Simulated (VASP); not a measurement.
Here is a VASP 6.6.1 calculation.

Contents of INCAR:

```
SYSTEM = NiO
PREC = Accurate ; ENCUT = 520
EDIFF = 1E-6 ; ISMEAR = -1
SIGMA = 0.05 ; LREAL = .FALSE.
LASPH = .TRUE. ; NELM = 150
ALGO = Normal ; ISIF = 2
LWAVE = .FALSE. ; LCHARG = .FALSE.
ISPIN = 2 ; MAGMOM = 1 0
LORBIT = 11 ; LMAXMIX = 4
GGA = PE ; NBANDS = 19
```

Contents of KPOINTS:

```
Automatic mesh
0
G
  10 10 10
  0 0 0
```

POSCAR

```
NiO
1.0
    0.0000000000      2.2835484600      2.2835484600
    2.2835484600      0.0000000000      2.2835484600
    2.2835484600      2.2835484600      0.0000000000
Ni O
1 1
Direct
    0.0000000000      0.0000000000      0.0000000000
    0.2500000000      0.2500000000      0.2500000000
```

Potentials or basis: VASP PAW PBE potentials, release 64 (Ni, O).

Command:

```console
$ cat potpaw_PBE.64/Ni/POTCAR potpaw_PBE.64/O/POTCAR > POTCAR
$ mpirun -np 1 vasp_std > vasp.out
```

(1) Predict the site moments.

(2) Estimate the net moment.

## Answers

(1) Ni +1.54; O +0.37 μB.

(2) 1.97 μB per cell.

Caveat: a cell with one magnetic atom can't hold antiferromagnetic order, which such compounds often take.
